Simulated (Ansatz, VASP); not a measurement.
BaTiO3: VASP beside Ansatz

```xyz
5
Lattice="4.0105 0.0000 0.0000 0.0000 2.8558 2.8646 0.0000 -2.8558 2.8646" Properties=species:S:1:pos:R:3 pbc="T T T"
Ba    0.0000    0.0000    0.0000
Ti    2.0052    0.0000    2.9099
O     0.0000    0.0000    2.8194
O     2.0052   -1.4028    4.2861
O     2.0052    1.4028    4.2861
```

Change from the starting cell: volume scaled by 1.02, crystal datasets.

Alike in both runs: task electric field gradients; functional PBEsol; k mesh 8 × 8 × 8; occupations fermi-dirac, width 0.05 eV; no spin polarisation.

|  | VASP | Ansatz |
| --- | --- | --- |
| version | VASP 6.6.1 | Ansatz 0.2.0 |
| potentials or method | VASP PAW PBE potentials, release 64 (Ba_sv, Ti_sv, O), cutoff 520 eV | all-electron PAW with datasets made for the crystal, scalar-relativistic |

Ansatz gave:

```
pressure (GPa)                                                : -7.3
traceless stress, the component that is largest in VASP (GPa) : -0.63
rms of the force components (eV/Å)                            : 0.124
size of Vzz on the site where it differs most (V/Å²)          : 5.9
```

What did VASP give for the same quantities?

Pressure (GPa): -5.7; traceless stress, the component that is largest in VASP (GPa): -0.64; rms of the force components (eV/Å): 0.118; size of Vzz on the site where it differs most (V/Å²): 5.7.

VASP's potentials were made for PBE, not for PBEsol. Atom by atom the forces differ by 0.008 eV/Å (rms over components). Ansatz ran all-electron here, and VASP with PAW potentials.

Neither program's run includes spin-orbit coupling.
